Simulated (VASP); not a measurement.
# Mg (Fmmm) in VASP: further runs, part 2 of 2

VASP 6.6.1. The steps go on from the part before.

## (3) Single point, LDA (strain +0.1125 x Voigt [0, 0, 0, 1, 0, 0])

The input, INCAR:

```
SYSTEM = Mg
PREC = Accurate ; ENCUT = 520
EDIFF = 1E-7 ; ISMEAR = 0
SIGMA = 0.15 ; LREAL = .False.
LASPH = .True. ; NELM = 100
ALGO = Normal ; ISIF = 2
LWAVE = .False. ; LCHARG = .False.
NBANDS = 7
```

The input, KPOINTS:

```
Automatic mesh
0
Gamma
  18 18 18
  0 0 0
```

The input, POSCAR:

```
Mg
1.0
   -1.7727644967      1.8724824996      1.8724824996
    1.7727644967     -1.6730464938      1.6730464938
    1.7727644967      1.6730464938     -1.6730464938
Mg
1
Direct
    0.0000000000      0.0000000000      0.0000000000
```

Potentials or basis: VASP PAW LDA potentials, release 64 (Mg).

Launch:

```bash
$ cat potpaw_LDA.64/Mg/POTCAR > POTCAR
$ mpirun -np 1 vasp_std > vasp.out
```

OUTCAR:

```text
SYSTEM = Mg
   PREC = Accurate
   ENCUT = 520
   EDIFF = 1E-7
   ISMEAR = 0
   LREAL = .False.
   LASPH = .True.
   NELM = 100
   ISIF = 2

 ion  position               nearest neighbor table
   1  0.000  0.000  0.000-

  LATTYP: Found a face centered orthorhombic cell.
 ALAT       =     3.5455289934
 B/A-ratio  =     1.3346640495
 C/A-ratio  =     1.4937630752

  Lattice vectors:

 A1 = (   0.0000000000,   3.5455289934,   0.1994360058)
 A2 = (   1.7727644967,   1.8724824996,   1.8724824996)
 A3 = (   1.7727644967,   1.6730464938,  -1.6730464938)

Analysis of symmetry for initial positions (statically):
=====================================================================
 Subroutine PRICEL returns:
 Original cell was already a primitive cell.

 Routine SETGRP: Setting up the symmetry group for a
 face centered orthorhombic supercell.

 Subroutine GETGRP returns: Found  8 space group operations
 (whereof  8 operations were pure point group operations)
 out of a pool of  8 trial point group operations.

The static configuration has the point symmetry D_2h.

Analysis of symmetry for dynamics (positions and initial velocities):
=====================================================================
 Subroutine PRICEL returns:
 Original cell was already a primitive cell.

 Routine SETGRP: Setting up the symmetry group for a
 face centered orthorhombic supercell.

 Subroutine GETGRP returns: Found  8 space group operations
 (whereof  8 operations were pure point group operations)
 out of a pool of  8 trial point group operations.

The dynamic configuration has the point symmetry D_2h.

 Subroutine INISYM returns: Found  8 space group operations
 (whereof  8 operations are pure point group operations),
 and found     1 'primitive' translations

----------------------------------------------------------------------------------------

                                     Primitive cell

  volume of cell :      22.2145

  direct lattice vectors                    reciprocal lattice vectors
    -1.772764497  1.872482500  1.872482500     0.000000000  0.267025193  0.267025193
     1.772764497 -1.673046494  1.673046494     0.282045360 -0.015915409  0.282940601
     1.772764497  1.673046494 -1.673046494     0.282045360  0.282940601 -0.015915409

  length of vectors
     3.186702902  2.956495070  2.956495070     0.377630649  0.399822797  0.399822797

  position of ions in fractional coordinates (direct lattice)
     0.000000000  0.000000000  0.000000000

  ion indices of the primitive-cell ions
   primitive index   ion index
                 1           1

----------------------------------------------------------------------------------------

 KPOINTS: Automatic mesh

Automatic generation of k-mesh.
 Grid dimensions read from file:
 generate k-points for:   18   18   18

 Generating k-lattice:

  Cartesian coordinates                     Fractional coordinates (reciprocal lattice)
     0.000000000  0.014834733  0.014834733     0.055555556  0.000000000  0.000000000
     0.015669187 -0.000884189  0.015718922     0.000000000  0.055555556 -0.000000000
     0.015669187  0.015718922 -0.000884189     0.000000000 -0.000000000  0.055555556

  Length of vectors
     0.020979480  0.022212378  0.022212378

  Shift w.r.t. Gamma in fractional coordinates (k-lattice)
     0.000000000  0.000000000  0.000000000

 Subroutine IBZKPT returns following result:
 ===========================================

 Found    865 irreducible k-points:

 Following reciprocal coordinates:
            Coordinates               Weight
  0.000000  0.000000  0.000000      1.000000
  0.055556  0.000000  0.000000      2.000000
  0.111111  0.000000  0.000000      2.000000
  0.166667  0.000000  0.000000      2.000000
  0.222222  0.000000  0.000000      2.000000
  0.277778  0.000000  0.000000      2.000000
[... 16 lines left out ...]
  0.166667  0.111111 -0.000000      8.000000
  0.222222  0.111111  0.000000      8.000000
 [... further k-points ...]
   k-points           NKPTS =    865   k-points in BZ     NKDIM =    865   number of bands    NBANDS=      7
   number of dos      NEDOS =    301   number of ions     NIONS =      1
   total plane-waves  NPLWV =  13824
   dimension x,y,z NGX =    24 NGY =   24 NGZ =   24
   dimension x,y,z NGXF=    48 NGYF=   48 NGZF=   48
   ions per type =               1
   NGX,Y,Z   is equivalent  to a cutoff of  12.52, 13.50, 13.50 a.u.
   NGXF,Y,Z  is equivalent  to a cutoff of  25.04, 26.99, 26.99 a.u.
 SYSTEM =  Mg
   PREC   = accura    normal or accurate (medium, high low for compatibility)
   ISTART =      0    job   : 0-new  1-cont  2-samecut
   ICHARG =      2    charge: 1-file 2-atom 10-const
   ISPIN  =      1    spin polarized calculation?
   LNONCOLLINEAR =      F non collinear calculations
   LSORBIT =      F    spin-orbit coupling
   LASPH  =      T    aspherical Exc in radial PAW
   ENCUT  =  520.0 eV  38.22 Ry    6.18 a.u.   5.93  5.50  5.50*2*pi/ulx,y,z
   NELM   =    100;   NELMIN=  2; NELMDL= -5     # of ELM steps
   EDIFF  = 0.1E-06   stopping-criterion for ELM
   LREAL  =      F    real-space projection
   EDIFFG = 0.1E-05   stopping-criterion for IOM
   NSW    =      0    number of steps for IOM
   IBRION =     -1    ionic relax: 0-MD 1-quasi-New 2-CG
   NFREE  =      0    steps in history (QN), initial steepest desc. (CG)
   ISIF   =      2    stress and relaxation
   ISYM   =      2    0-nonsym 1-usesym 2-fastsym
   POTIM  = 0.5000    time-step for ionic-motion
   TEBEG  =    0.0;   TEEND  =   0.0 temperature during run
   PSTRESS=    0.0 pullay stress
   NELECT =       2.0000    total number of electrons
   NUPDOWN=      -1.0000    fix difference up-down
   EMIN   =  10.00;   EMAX   =-10.00  energy-range for DOS
   EFERMI =   0.00;   METHOD = LEGACY
   ISMEAR =     0;   SIGMA  =   0.15  broadening in eV -4-tet -1-fermi 0-gaus
   EFERMI_NEDOS =   21; number of points for ismear=-14 and -15
   IALGO  =     38    algorithm
   IMIX   =      4    mixing-type and parameters
     AMIX     =   0.40;   BMIX     =  1.00
     AMIX_MAG =   1.60;   BMIX_MAG =  1.00
  volume/ion in A,a.u.               =      22.21       149.91
  Fermi-wavevector in a.u.,A,eV,Ry     =   0.733735  1.386558  7.324928  0.538367
  Thomas-Fermi vector in A             =   1.826516
   LORBIT       =      0    0 simple, 1 ext, 2 COOP (PROOUT), +10 PAW based schemes
   GGA     = CA    functional components
   LHFCALC =     F    Hartree Fock is set to
   AEXX    =    0.0000 exact exchange contribution
   IVDW    =     0    specifies the selected vdW correction
   LEPSILON=     F    determine dielectric tensor
   LRPA    =     F    only Hartree local field effects (RPA)
 non-spin polarized calculation
 Gauss-broadening in eV      SIGMA  =   0.15
  energy-cutoff  :      520.00
  volume of cell :       22.21
 maximum number of plane-waves:       615
   NGX = 11   NGY = 11   NGZ = 11

 number of electron       2.0000000 magnetization

 Free energy of the ion-electron system (eV)
  ---------------------------------------------------
  ext. energy  EPLUGINS =         0.00000000
  ---------------------------------------------------
  free energy    TOTEN  =        -1.75356761 eV

  energy without entropy =       -1.74887261  energy(sigma->0) =       -1.75122011

 E-fermi :   2.6846     XC(G=0):  -8.7867

 val. band max:        2.6839452678   @ k =  -0.3889  -0.4444   0.0556
 cond. band min:       2.6949158976   @ k =   0.0556   0.4444   0.4444
 fundamental gap:      0.0109706297
 Fermi energy:         2.6845946004

 k-point     1 :       0.0000    0.0000    0.0000
  band No.  band energies     occupation
      1      -4.4172      2.00000
      2      14.6909      0.00000
      3      15.2825      0.00000
      4      15.8941      0.00000
      5      16.4246      0.00000
      6      17.9681      0.00000
      7      18.0106      0.00000

 k-point     2 :       0.0556    0.0000    0.0000
  band No.  band energies     occupation
      1      -4.3509      2.00000
      2      13.2903      0.00000
      3      15.0284      0.00000
      4      16.0310      0.00000
      5      17.0648      0.00000
      6      17.1864      0.00000
      7      18.4711      0.00000
[... 201 lines left out ...]
 k-point    23 :       0.1667    0.1111   -0.0000
  band No.  band energies     occupation
      1      -3.1328      2.00000
      2       8.0924      0.00000
      3      10.9275      0.00000
      4      13.8019      0.00000
      5      15.9932      0.00000
      6      18.4450      0.00000
      7      19.3407      0.00000

 k-point    24 :       0.2222    0.1111    0.0000
  band No.  band energies     occupation
      1      -2.5450      2.00000
      2       6.4751      0.00000
      3      10.3941      0.00000
      4      13.3405      0.00000
      5      15.5315      0.00000
      6      18.2466      0.00000
      7      19.8158      0.00000

 [... further k-points ...]
[... 5 lines left out ...]
  --------------------------------------------------------------------------------------
  -------------------------------------------------------------------------------------
  Total       -0.1280077     -0.1211597     -0.1211597      0.0000000     -0.4734680     -0.0000000
  in kB       -9.2322966     -8.7384022     -8.7384022      0.0000000    -34.1479311     -0.0000000
  external PRESSURE =      -8.9030336 kB  Pullay stress =       0.0000000 kB

 VOLUME and BASIS-vectors are now :
 -----------------------------------------------------------------------------
  energy-cutoff  :      520.00
  volume of cell :       22.21
      direct lattice vectors                 reciprocal lattice vectors
    -1.772764497  1.872482500  1.872482500     0.000000000  0.267025193  0.267025193
     1.772764497 -1.673046494  1.673046494     0.282045360 -0.015915409  0.282940601
     1.772764497  1.673046494 -1.673046494     0.282045360  0.282940601 -0.015915409

 POSITION                                       TOTAL-FORCE (eV/Angst)
 -----------------------------------------------------------------------------------
      0.00000      0.00000      0.00000        -0.000000      0.000000      0.000000
 -----------------------------------------------------------------------------------
    total drift:                                0.000000      0.000000      0.000000

  FREE ENERGIE OF THE ION-ELECTRON SYSTEM (eV)
  ---------------------------------------------------
  free  energy   TOTEN  =        -1.7535676065 eV

  energy  without entropy=       -1.7488726057  energy(sigma->0) =       -1.75122011
```

OSZICAR:

```text
N       E                     dE             d eps       ncg     rms          rms(c)
DAV:   1    -0.109568498357E+01   -0.10957E+01   -0.78922E+02 13034   0.192E+02
DAV:   2    -0.176260721744E+01   -0.66692E+00   -0.64280E+00 16065   0.112E+01
DAV:   3    -0.176512116733E+01   -0.25139E-02   -0.25127E-02 15414   0.753E-01
DAV:   4    -0.176512496463E+01   -0.37973E-05   -0.37971E-05 17444   0.224E-02
DAV:   5    -0.176512497141E+01   -0.67753E-08   -0.70251E-08 15449   0.601E-04    0.657E-01
DAV:   6    -0.175862680010E+01    0.64982E-02   -0.40729E-04 13587   0.936E-02    0.417E-01
DAV:   7    -0.175357077591E+01    0.50560E-02   -0.14799E-03 12810   0.173E-01    0.221E-02
DAV:   8    -0.175356800810E+01    0.27678E-05   -0.97093E-06 18571   0.164E-02    0.471E-03
DAV:   9    -0.175356761067E+01    0.39743E-06   -0.26662E-07 13468   0.216E-03    0.427E-04
DAV:  10    -0.175356760651E+01    0.41600E-08   -0.14682E-09 10668   0.222E-04
   1 F= -.17535676E+01 E0= -.17512201E+01  d E =-.469500E-02
```

Wall time 24 s (1 thread of Intel Xeon 6975P-C (Granite Rapids), shared host); peak memory 0.24 GiB.

What came out:

```
Free energy            : -1.7536 eV
Pressure               : -0.9 GPa
Band gap on the k mesh : zero (band 1 reaches 6.31 eV, above the bottom of band 2 at 0.93 eV)
```

Stress tensor (GPa, compression positive):
```
-0.92  0.00  0.00
 0.00 -0.87 -3.41
 0.00 -3.41 -0.87
```

Caveat: the cell differs from its parent crystal (strain +0.1125 x Voigt [0, 0, 0, 1, 0, 0]).

## (4) Single point, LDA (strain +0.1312 x Voigt [0, 0, 0, 1, 0, 0])

The input, INCAR:

```
SYSTEM = Mg
ALGO = Normal ; EDIFF = 1E-7
ENCUT = 520 ; ISIF = 2
ISMEAR = 0 ; LASPH = .True.
LCHARG = .False. ; LREAL = .False.
LWAVE = .False. ; NBANDS = 7
NELM = 80 ; PREC = Accurate
SIGMA = 0.15
```

The input, KPOINTS:

```
k-points
0
Gamma
  18 18 18
  0 0 0
```

The input, POSCAR:

```
Mg
1.0
   -1.7727644967      1.8890578477      1.8890578477
    1.7727644967     -1.6564711457      1.6564711457
    1.7727644967      1.6564711457     -1.6564711457
Mg
1
Direct
    0.0000000000      0.0000000000      0.0000000000
```

Launch:

```bash
$ cat potpaw_LDA.64/Mg/POTCAR > POTCAR
$ mpirun -np 1 vasp_std > vasp.out
```

Wall time 23 s (1 thread of Intel Xeon 6975P-C (Granite Rapids), shared host); peak memory 0.24 GiB.

It converged, with:

```
Free energy            : -1.7439 eV
Pressure               : -0.7 GPa
Band gap on the k mesh : zero (band 1 reaches 6.30 eV, above the bottom of band 2 at 0.81 eV)
```

Stress tensor (GPa, compression positive):
```
-0.77  0.00  0.00
 0.00 -0.65 -4.10
 0.00 -4.10 -0.65
```

Levels at points of the mesh, in eV from the Fermi level:
```csv
k point,band 1,band 2,band 3,band 4,band 5
"(0.00, 0.00, 0.00)",-7.10,11.75,12.54,12.86,13.87
"(0.50, 0.00, 0.00)",-2.02,-1.87,9.09,10.45,11.01
"(0.00, 0.50, 0.00)",-1.52,-0.93,8.30,8.40,11.70
"(0.00, 0.50, 0.50)",-0.89,0.02,8.38,8.44,9.82
"(0.50, 0.50, 0.50)",3.61,3.85,4.04,4.20,4.42
```

Caveat: the cell differs from its parent crystal (strain +0.1312 x Voigt [0, 0, 0, 1, 0, 0]).

## (5) Overview

```tsv
cell	gap on the mesh (eV)	pressure (GPa)
a = 2.919, b = 3.226, c = 3.226 Å, angles 113.3, 109.5, 109.5°, 1 atom	none	-0.5
a = 3.187, b = 2.956, c = 2.956 Å, angles 106.3, 109.5, 109.5°, 1 atom	none	-0.9
a = 3.206, b = 2.938, c = 2.938 Å, angles 105.8, 109.5, 109.5°, 1 atom	none	-0.7
```

Alike in all rows: task single point; level LDA; potentials or basis VASP PAW LDA potentials, release 64 (Mg); no spin polarisation; k mesh 18 × 18 × 18; cutoff (eV) 520; smearing gaussian 0.15 eV.

Absolute energies hang on the potentials; compare differences alone.
